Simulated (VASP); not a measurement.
# MoW14 (a cell with a defect) in VASP: further runs

MoW14 (a cell with a defect) is run at these levels: PBEsol; tasks: single point.

Everything below comes from runs of VASP 6.6.1. Logs are shortened: lines on timing, memory, paths and dates and some standing lists are left out, and cuts for length are marked.

**1. The cell of the first run**

The cell holds a defect, 15 atoms: a = 6.320 Å, b = 6.320 Å, c = 6.320 Å, α = 90.00°, β = 90.00°, γ = 90.00°.

**2. Single point, PBEsol**

The input, INCAR:

```
PREC = Accurate
ENCUT = 520
EDIFF = 1E-7
ISMEAR = 0
SIGMA = 0.05
LREAL = Auto
LASPH = T
NELM = 100
ALGO = Normal
ISIF = 2
LWAVE = F
LCHARG = F
GGA = PS
NBANDS = 118
```

The input, KPOINTS:

```
regular mesh
0
Gamma
  3 3 3
```

The input, POSCAR:

```
MoW14
1.0
    6.3200000000      0.0000000000      0.0000000000
    0.0000000000      6.3200000000      0.0000000000
    0.0000000000      0.0000000000      6.3200000000
Mo W
1 14
Direct
   -0.2478903210      0.2478903210      0.2478903210
    0.5001124839      0.0003142787      0.0003142787
   -0.0003142787      0.4998875161      0.0003142787
   -0.0003142787      0.0003142787      0.4998875161
    0.2482627095      0.2481458809      0.2481458809
    0.5001773363      0.4998226637     -0.0000133581
    0.5001773363     -0.0000133581      0.4998226637
    0.0000133581      0.4998226637      0.4998226637
    0.2477219355      0.7522780645      0.2478539298
    0.2477219355      0.2478539298      0.7522780645
    0.5002815952      0.4997184048      0.4997184048
    0.7518541191      0.7517372905      0.2481458809
    0.7518541191      0.2481458809      0.7517372905
    0.2481958798      0.7518041202      0.7518041202
    0.7521460702      0.7522780645      0.7522780645
```

Potentials or basis: VASP PAW PBE potentials, release 64 (Mo_sv, W_sv).

Started as:

```sh
> cat potpaw_PBE.64/Mo_sv/POTCAR potpaw_PBE.64/W_sv/POTCAR > POTCAR
> mpirun -np 1 vasp_std > vasp.out
```

OUTCAR:

```text
PREC = Accurate
   ENCUT = 520
   EDIFF = 1E-7
   ISMEAR = 0
   LREAL = Auto
   LASPH = T
   NELM = 100
   ISIF = 2
   GGA = PS

 ion  position               nearest neighbor table
   1  0.752  0.248  0.248-   2 2.73   3 2.73   4 2.73   6 2.74   7 2.74   8 2.74  11 2.76   5 3.14
                            12 3.14  13 3.14  12 3.18  13 3.18   5 3.18
   2  0.500  0.000  0.000-   1 2.73   5 2.73   9 2.73  10 2.73  15 2.73  13 2.73  12 2.73  14 2.73
                             6 3.16   7 3.16   6 3.16   7 3.16
   3  1.000  0.500  0.000-   1 2.73  12 2.73   9 2.73  15 2.73  10 2.73  13 2.73   5 2.73  14 2.73
                             6 3.16   8 3.16   6 3.16   8 3.16
   4  1.000  0.000  0.500-   1 2.73  13 2.73  10 2.73  15 2.73   9 2.73   5 2.73  12 2.73  14 2.73
                             7 3.16   8 3.16   7 3.16   8 3.16
   5  0.248  0.248  0.248-   2 2.73   3 2.73   4 2.73   8 2.74   7 2.74   6 2.74  11 2.76   9 3.13
                            10 3.13   1 3.14   1 3.18   9 3.19  10 3.19
   6  0.500  0.500  1.000-  13 2.74  12 2.74   5 2.74   1 2.74  10 2.74  15 2.74  14 2.74   9 2.75
                             3 3.16   2 3.16  11 3.16  11 3.16   2 3.16   3 3.16
   7  0.500  1.000  0.500-  12 2.74   5 2.74  13 2.74   1 2.74   9 2.74  15 2.74  14 2.74  10 2.75
                             4 3.16   2 3.16  11 3.16  11 3.16   4 3.16   2 3.16
   8  0.000  0.500  0.500-   5 2.74  12 2.74  13 2.74   1 2.74   9 2.74  10 2.74  14 2.74  15 2.75
                             4 3.16   3 3.16  11 3.16  11 3.16   4 3.16   3 3.16
   9  0.248  0.752  0.248-   2 2.73   3 2.73   4 2.73   7 2.74   8 2.74   6 2.75  11 2.76   5 3.13
                            12 3.13  14 3.14  14 3.18  12 3.19   5 3.19
  10  0.248  0.248  0.752-   2 2.73   4 2.73   3 2.73   6 2.74   8 2.74   7 2.75  11 2.76  13 3.13
                             5 3.13  14 3.14  14 3.18  13 3.19   5 3.19
  11  0.500  0.500  0.500-   5 2.76  12 2.76  13 2.76   1 2.76  14 2.76  10 2.76   9 2.76  15 2.76
                             7 3.16   8 3.16   6 3.16   6 3.16   7 3.16   8 3.16
  12  0.752  0.752  0.248-   3 2.73   2 2.73   4 2.73   7 2.74   6 2.74   8 2.74  11 2.76   9 3.13
                            15 3.13   1 3.14   1 3.18   9 3.19  15 3.19
  13  0.752  0.248  0.752-   4 2.73   3 2.73   2 2.73   6 2.74   7 2.74   8 2.74  11 2.76  10 3.13
                            15 3.13   1 3.14   1 3.18  15 3.19  10 3.19
  14  0.248  0.752  0.752-   2 2.73   3 2.73   4 2.73   6 2.74   7 2.74   8 2.74  11 2.76  10 3.14
                             9 3.14  15 3.14  15 3.18   9 3.18  10 3.18
  15  0.752  0.752  0.752-   3 2.73   4 2.73   2 2.73   6 2.74   7 2.74   8 2.75  11 2.76  13 3.13
                            12 3.13  14 3.14  14 3.18  13 3.19  12 3.19

  LATTYP: Found a simple cubic cell.
 ALAT       =     6.3200000000

  Lattice vectors:

 A1 = (   6.3200000000,   0.0000000000,   0.0000000000)
 A2 = (   0.0000000000,   6.3200000000,   0.0000000000)
 A3 = (   0.0000000000,   0.0000000000,   6.3200000000)

Analysis of symmetry for initial positions (statically):
=====================================================================
 Subroutine PRICEL returns:
 Original cell was already a primitive cell.

 Routine SETGRP: Setting up the symmetry group for a
 simple cubic supercell.

 Subroutine GETGRP returns: Found  6 space group operations
 (whereof  6 operations were pure point group operations)
 out of a pool of 48 trial point group operations.

The static configuration has the point symmetry C_3v.

Analysis of symmetry for dynamics (positions and initial velocities):
=====================================================================
 Subroutine PRICEL returns:
 Original cell was already a primitive cell.

 Routine SETGRP: Setting up the symmetry group for a
 simple cubic supercell.

 Subroutine GETGRP returns: Found  6 space group operations
 (whereof  6 operations were pure point group operations)
 out of a pool of 48 trial point group operations.

The dynamic configuration has the point symmetry C_3v.

 Subroutine INISYM returns: Found  6 space group operations
 (whereof  6 operations are pure point group operations),
 and found     1 'primitive' translations

----------------------------------------------------------------------------------------

                                     Primitive cell

  volume of cell :     252.4360

  direct lattice vectors                    reciprocal lattice vectors
     6.320000000  0.000000000  0.000000000     0.158227848  0.000000000  0.000000000
     0.000000000  6.320000000  0.000000000     0.000000000  0.158227848  0.000000000
     0.000000000  0.000000000  6.320000000     0.000000000  0.000000000  0.158227848
[... 61 lines left out ...]
 ===========================================

 Found      6 irreducible k-points:

 Following reciprocal coordinates:
            Coordinates               Weight
  0.000000  0.000000  0.000000      1.000000
  0.333333  0.000000  0.000000      6.000000
  0.333333  0.333333  0.000000      6.000000
  0.000000  0.333333  0.333333      6.000000
  0.333333  0.333333  0.333333      6.000000
 -0.333333  0.333333  0.333333      2.000000
   k-points           NKPTS =      6   k-points in BZ     NKDIM =      6   number of bands    NBANDS=    118
   number of dos      NEDOS =    301   number of ions     NIONS =     15
   total plane-waves  NPLWV = 110592
   dimension x,y,z NGX =    48 NGY =   48 NGZ =   48
   dimension x,y,z NGXF=    96 NGYF=   96 NGZF=   96
   ions per type =               1  14
   NGX,Y,Z   is equivalent  to a cutoff of  12.63, 12.63, 12.63 a.u.
   NGXF,Y,Z  is equivalent  to a cutoff of  25.25, 25.25, 25.25 a.u.
 SYSTEM =  unknown system
   PREC   = accura    normal or accurate (medium, high low for compatibility)
   ISTART =      0    job   : 0-new  1-cont  2-samecut
   ICHARG =      2    charge: 1-file 2-atom 10-const
   ISPIN  =      1    spin polarized calculation?
   LNONCOLLINEAR =      F non collinear calculations
   LSORBIT =      F    spin-orbit coupling
   LASPH  =      T    aspherical Exc in radial PAW
   ENCUT  =  520.0 eV  38.22 Ry    6.18 a.u.  11.75 11.75 11.75*2*pi/ulx,y,z
   NELM   =    100;   NELMIN=  2; NELMDL= -5     # of ELM steps
   EDIFF  = 0.1E-06   stopping-criterion for ELM
   LREAL  =      T    real-space projection
   EDIFFG = 0.1E-05   stopping-criterion for IOM
   NSW    =      0    number of steps for IOM
   IBRION =     -1    ionic relax: 0-MD 1-quasi-New 2-CG
   NFREE  =      0    steps in history (QN), initial steepest desc. (CG)
   ISIF   =      2    stress and relaxation
   ISYM   =      2    0-nonsym 1-usesym 2-fastsym
   POTIM  = 0.5000    time-step for ionic-motion
   TEBEG  =    0.0;   TEEND  =   0.0 temperature during run
   PSTRESS=    0.0 pullay stress
   NELECT =     210.0000    total number of electrons
   NUPDOWN=      -1.0000    fix difference up-down
   EMIN   =  10.00;   EMAX   =-10.00  energy-range for DOS
   EFERMI =   0.00;   METHOD = LEGACY
   ISMEAR =     0;   SIGMA  =   0.05  broadening in eV -4-tet -1-fermi 0-gaus
   EFERMI_NEDOS =   21; number of points for ismear=-14 and -15
   IALGO  =     38    algorithm
   IMIX   =      4    mixing-type and parameters
     AMIX     =   0.40;   BMIX     =  1.00
     AMIX_MAG =   1.60;   BMIX_MAG =  1.00
  volume/ion in A,a.u.               =      16.83       113.57
  Fermi-wavevector in a.u.,A,eV,Ry     =   1.539681  2.909576 32.254225  2.370619
  Thomas-Fermi vector in A             =   2.645875
   LORBIT       =      0    0 simple, 1 ext, 2 COOP (PROOUT), +10 PAW based schemes
   GGA     = PS    functional components
   LHFCALC =     F    Hartree Fock is set to
   AEXX    =    0.0000 exact exchange contribution
   IVDW    =     0    specifies the selected vdW correction
   LEPSILON=     F    determine dielectric tensor
   LRPA    =     F    only Hartree local field effects (RPA)
 non-spin polarized calculation
 Gauss-broadening in eV      SIGMA  =   0.05
  energy-cutoff  :      520.00
  volume of cell :      252.44
 maximum number of plane-waves:      6859
   NGX = 23   NGY = 23   NGZ = 23

 number of electron     210.0000003 magnetization

 Free energy of the ion-electron system (eV)
  ---------------------------------------------------
  ext. energy  EPLUGINS =         0.00000000
  ---------------------------------------------------
  free energy    TOTEN  =      -201.25032377 eV

  energy without entropy =     -201.23008935  energy(sigma->0) =     -201.24020656

 E-fermi :  10.1119     XC(G=0): -13.3222

 val. band max:       10.0756696457   @ k =   0.0000   0.0000   0.0000
 cond. band min:      10.1222331668   @ k =   0.3333   0.3333   0.0000
 fundamental gap:      0.0465635210
 Fermi energy:        10.1119189248

 k-point     1 :       0.0000    0.0000    0.0000
  band No.  band energies     occupation
      1     -63.7138      2.00000
      2     -63.6531      2.00000
      3     -63.6531      2.00000
      4     -63.6390      2.00000
      5     -63.6228      2.00000
      6     -63.6143      2.00000
[... 709 lines left out ...]
    116      12.4011      0.00000
    117      12.4050      0.00000
 [bands above 117 left out]

------------------------ aborting loop because EDIFF is reached ----------------------------------------

  FORCE on cell =-STRESS in cart. coord.  units (eV):
  Direction    XX          YY          ZZ          XY          YZ          ZX
  --------------------------------------------------------------------------------------
  -------------------------------------------------------------------------------------
  Total      -12.9700570    -12.9700570    -12.9700570     -0.0779581      0.0779581     -0.0779581
  in kB      -82.3192172    -82.3192172    -82.3192172     -0.4947896      0.4947896     -0.4947896
  external PRESSURE =     -82.3192172 kB  Pullay stress =       0.0000000 kB

 VOLUME and BASIS-vectors are now :
 -----------------------------------------------------------------------------
  energy-cutoff  :      520.00
  volume of cell :      252.44
      direct lattice vectors                 reciprocal lattice vectors
     6.320000000  0.000000000  0.000000000     0.158227848  0.000000000  0.000000000
     0.000000000  6.320000000  0.000000000     0.000000000  0.158227848  0.000000000
     0.000000000  0.000000000  6.320000000     0.000000000  0.000000000  0.158227848

 POSITION                                       TOTAL-FORCE (eV/Angst)
 -----------------------------------------------------------------------------------
      4.75333      1.56667      1.56667         0.010953     -0.010953     -0.010953
      3.16071      0.00199      0.00199         0.000808      0.005029      0.005029
      6.31801      3.15929      0.00199        -0.005029     -0.000808      0.005029
      6.31801      0.00199      3.15929        -0.005029      0.005029     -0.000808
      1.56902      1.56828      1.56828         0.003588      0.003966      0.003966
      3.16112      3.15888      6.31992        -0.001380      0.001380      0.000524
      3.16112      6.31992      3.15888        -0.001380      0.000524      0.001380
      0.00008      3.15888      3.15888        -0.000524      0.001380      0.001380
      1.56560      4.75440      1.56644        -0.016854      0.016854     -0.021753
      1.56560      1.56644      4.75440        -0.016854     -0.021753      0.016854
      3.16178      3.15822      3.15822         0.014038     -0.014038     -0.014038
      4.75172      4.75098      1.56828        -0.003966     -0.003588      0.003966
      4.75172      1.56828      4.75098        -0.003966      0.003966     -0.003588
      1.56860      4.75140      4.75140         0.003840     -0.003840     -0.003840
      4.75356      4.75440      4.75440         0.021753      0.016854      0.016854
 -----------------------------------------------------------------------------------
    total drift:                               -0.000823      0.000823      0.000823

  FREE ENERGIE OF THE ION-ELECTRON SYSTEM (eV)
  ---------------------------------------------------
  free  energy   TOTEN  =      -201.2503237713 eV

  energy  without entropy=     -201.2300893540  energy(sigma->0) =     -201.24020656
```

Wall time 4 min (1 thread of Intel Xeon Platinum 8488C (Sapphire Rapids), shared host); peak memory 0.37 GiB.

What came out:

| Item | Value |
| --- | --- |
| Free energy | -201.2503 eV |
| Pressure | -8.2 GPa |
| Largest force | 0.032 eV/Å |
| Band gap on the k mesh | zero (filled and empty bands touch) |

Forces in eV/Å, atoms in the order of the input:
```
Mo   0.011 -0.011 -0.011
W    0.001  0.005  0.005
W   -0.005 -0.001  0.005
W   -0.005  0.005 -0.001
W    0.004  0.004  0.004
W   -0.001  0.001  0.001
W   -0.001  0.001  0.001
W   -0.001  0.001  0.001
W   -0.017  0.017 -0.022
W   -0.017 -0.022  0.017
W    0.014 -0.014 -0.014
W   -0.004 -0.004  0.004
W   -0.004  0.004 -0.004
W    0.004 -0.004 -0.004
W    0.022  0.017  0.017
```

Caveat: the PAW data sets were made with another functional, which shifts forces and pressure a little; spin-orbit coupling is left out, which moves the levels of the heavy elements.

**3. Single point, PBEsol**

The input, INCAR:

```
PREC = Accurate
ENCUT = 520
EDIFF = 1E-6
ISMEAR = 0
SIGMA = 0.05
LREAL = Auto
LASPH = T
NELM = 60
ALGO = Normal
ISIF = 2
LWAVE = F
LCHARG = F
GGA = PS
NBANDS = 118
```

KPOINTS is that of step 2.

The input, POSCAR:

```
MoW14
1.0
    6.3200000000      0.0000000000      0.0000000000
    0.0000000000      6.3200000000      0.0000000000
    0.0000000000      0.0000000000      6.3200000000
Mo W
1 14
Direct
   -0.2478903481      0.2478903481      0.2478903481
    0.5001125000      0.0003142405      0.0003142405
   -0.0003142405      0.4998875000      0.0003142405
   -0.0003142405      0.0003142405      0.4998875000
    0.2482626582      0.2481458861      0.2481458861
    0.5001773734      0.4998226266     -0.0000132911
    0.5001773734     -0.0000132911      0.4998226266
    0.0000132911      0.4998226266      0.4998226266
    0.2477219937      0.7522780063      0.2478539557
    0.2477219937      0.2478539557      0.7522780063
    0.5002816456      0.4997183544      0.4997183544
    0.7518541139      0.7517373418      0.2481458861
    0.7518541139      0.2481458861      0.7517373418
    0.2481958861      0.7518041139      0.7518041139
    0.7521460443      0.7522780063      0.7522780063
```

Potentials or basis: VASP PAW PBE potentials, release 64 (Mo_sv, W_sv).

Started as:

```sh
> cat potpaw_PBE.64/Mo_sv/POTCAR potpaw_PBE.64/W_sv/POTCAR > POTCAR
> mpirun -np 1 vasp_std > vasp.out
```

It took 3.7 min on 1 thread of Intel Xeon Platinum 8488C (Sapphire Rapids), shared host; peak memory 0.38 GiB.

Results (log left out):

```
Free energy            : -201.2503 eV
Pressure               : -8.2 GPa
Largest force          : 0.032 eV/Å
Band gap on the k mesh : zero (filled and empty bands touch)
```

Forces in eV/Å, atoms in the order of the input:
```
Mo   0.011 -0.011 -0.011
W    0.001  0.005  0.005
W   -0.005 -0.001  0.005
W   -0.005  0.005 -0.001
W    0.004  0.004  0.004
W   -0.001  0.001  0.001
W   -0.001  0.001  0.001
W   -0.001  0.001  0.001
W   -0.017  0.017 -0.022
W   -0.017 -0.022  0.017
W    0.014 -0.014 -0.014
W   -0.004 -0.004  0.004
W   -0.004  0.004 -0.004
W    0.004 -0.004 -0.004
W    0.022  0.017  0.017
```

Levels at points of the mesh, in eV from the Fermi level:
| k point | band 101 | band 102 | band 103 | band 104 | band 105 | band 106 | band 107 | band 108 | band 109 | band 110 |
| --- | --- | --- | --- | --- | --- | --- | --- | --- | --- | --- |
| (0.00, 0.00, 0.00) | -0.10 | -0.10 | -0.10 | -0.04 | -0.04 | 1.08 | 1.08 | 1.09 | 1.17 | 1.23 |

Caveat: the PAW data sets were made with another functional, which shifts forces and pressure a little; spin-orbit coupling is left out, which moves the levels of the heavy elements.
